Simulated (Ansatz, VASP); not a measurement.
Two plane-wave programs on KCl

```
K Cl
1.0
     0.00000   -3.18978   -3.18978
    -3.18978    0.00000   -3.18978
     3.18978    3.18978   -6.37957
K Cl
2 2
Cartesian
  -0.3867 0.3000 -0.0867
  0.3867 -0.3000 -6.2928
  0.0000 0.0000 -9.5694
  0.0000 0.0000 -3.1898
```

Change from the starting cell: mode 4 frozen in at -0.497 Å and mode 9 at +0.000 Å (largest displacements).

Alike in both runs: task single point; functional PBE; k mesh 6 × 6 × 6; occupations gaussian, width 0.05 eV; no spin polarisation.

```csv
,VASP,Ansatz
version,VASP 6.6.1,Ansatz 0.2.0
potentials or method,"VASP PAW PBE potentials, release 64 (K_sv, Cl), cutoff 520 eV","scalar-relativistic, plane waves, PAW"
valence electrons in the cell,32,32
```

VASP gave:

* gap on the k mesh at the Fermi level (eV): 5.03
* least direct gap on the mesh (eV): 5.03
* pressure (GPa): 1.6
* traceless stress, the component that is largest in VASP (GPa): -1.54
* rms of the force components (eV/Å): 0.294

Estimate Ansatz's values.

gap on the k mesh at the Fermi level (eV): 5.03; least direct gap on the mesh (eV): 5.03; pressure (GPa): 1.6; traceless stress, the component that is largest in VASP (GPa): -1.52; rms of the force components (eV/Å): 0.289.

Atom by atom the forces differ by 0.005 eV/Å (rms over components).
